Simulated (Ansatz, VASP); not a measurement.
# One calculation of Ca, two programs

The input INCAR:

```
ALGO = Normal ; EDIFF = 1E-6
ENCUT = 520 ; GGA = PE
ISIF = 2 ; ISMEAR = -1
LASPH = T ; LCHARG = F
LREAL = F ; LWAVE = F
NBANDS = 17 ; NELM = 80
PREC = Accurate ; SIGMA = 0.1
```

Contents of KPOINTS:

```
k-points
0
Gamma
  9 9 9
```

The input POSCAR:

```
Ca
1.0
    1.5507121751     -0.8953040917      5.0639042858
    0.0000000000      1.7906081834      5.0639042858
   -1.5507121751     -0.8953040917      5.0639042858
Ca
2
Direct
    0.2500000000      0.2500000000      0.2500000000
   -0.2500000000     -0.2500000000     -0.2500000000
```

Input for Ansatz:

```yaml
crystal:
  lattice:
    - [1.5507121751, -0.8953040917, 5.0639042858]
    - [0.0, 1.7906081834, 5.0639042858]
    - [-1.5507121751, -0.8953040917, 5.0639042858]
  atoms:
    - { symbol: Ca, position: [0.25, 0.25, 0.25] }
    - { symbol: Ca, position: [-0.25, -0.25, -0.25] }
kpoints:
  mp_grid: { grid: [9, 9, 9] }
scf:
  occupations: { method: fermi_dirac, width: 0.1 }
hamiltonian:
  xc: pbe
  pseudopotentials: { kind: paw }
output:
  forces: true
  stress: true
  eigenvalues: true
  populations: true
```

Change from the starting cell: volume scaled by 0.5, PAW files.

Alike in both runs: task single point; functional PBE; k mesh 9 × 9 × 9; occupations fermi-dirac, width 0.1 eV; no spin polarisation.

|  | VASP | Ansatz |
| --- | --- | --- |
| version | VASP 6.6.1 | Ansatz 0.2.0 |
| potentials or method | VASP PAW PBE potentials, release 64 (Ca_sv) | PAW with Ansatz's default frozen-core files, scalar-relativistic |
| plane-wave cutoff (eV) | 520 | 420 |
| valence electrons in the cell | 20 | 20 |

Ansatz gave:

| Property | Result |
| --- | --- |
| pressure (GPa) | 33.6 |

Task: Estimate VASP's values.

Result: Pressure (GPa): 33.7.

Both programs put the cell under a high pressure, so it lies far from rest at this level.
